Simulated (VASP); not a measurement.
The system is FeP2.

```
CELL_PARAMETERS angstrom
4.95937 0.00000 0.00000
0.00000 5.64289 0.00000
0.00000 0.00000 2.72287
ATOMIC_POSITIONS crystal
Fe 0.50000 0.50000 0.50000
Fe 0.00000 0.00000 0.00000
P 0.32920 0.86771 0.50000
P 0.67080 0.13229 0.50000
P 0.17080 0.36771 0.00000
P 0.82920 0.63229 0.00000
```

| Item | Value |
| --- | --- |
| Program | VASP 6.6.1 |
| Task | relaxation of cell and atoms |
| Functional | LDA |
| Potentials or basis | VASP PAW LDA potentials, release 64 (Fe, P) |
| Cutoff | 600 eV |
| k mesh | 8 × 6 × 14 |
| Occupations | gaussian, width 0.02 eV |
| Spin | no spin polarisation |

At the start: pressure -9.7 GPa; volume 12.70 Å³/atom.

Problem. Where does the relaxation end?

Solution. Over 8 steps the energy falls by 20.2 meV/atom and the volume is 12.07 Å³/atom (-4.9 %); space group Pnnm (No. 58, to 0.1 Å) before and after.

Step by step:
```
step  energy change (eV)  largest force (eV/Å)  pressure (GPa)  volume (Å³)
   1              0.0000                0.1774           -9.67        76.20
   2              0.0947                0.2272           15.96        68.06
   3             -0.1184                0.0943           -0.18        72.56
   4             -0.1184                0.0937            0.04        72.49
   5             -0.1210                0.0119            0.06        72.41
   6             -0.1210                0.0138            0.06        72.40
   7             -0.1210                0.0043           -0.08        72.45
   8             -0.1211                0.0037           -0.03        72.43
```

Final structure:
```
Fe P
1.0
     4.89064    0.00000    0.00000
     0.00000    5.54580    0.00000
     0.00000    0.00000    2.67042
Fe P
2 4
Direct
  0.50000 0.50000 0.50000
  0.00000 0.00000 0.00000
  0.32822 0.86682 0.50000
  0.67178 0.13318 0.50000
  0.17178 0.36682 0.00000
  0.82822 0.63318 0.00000
```
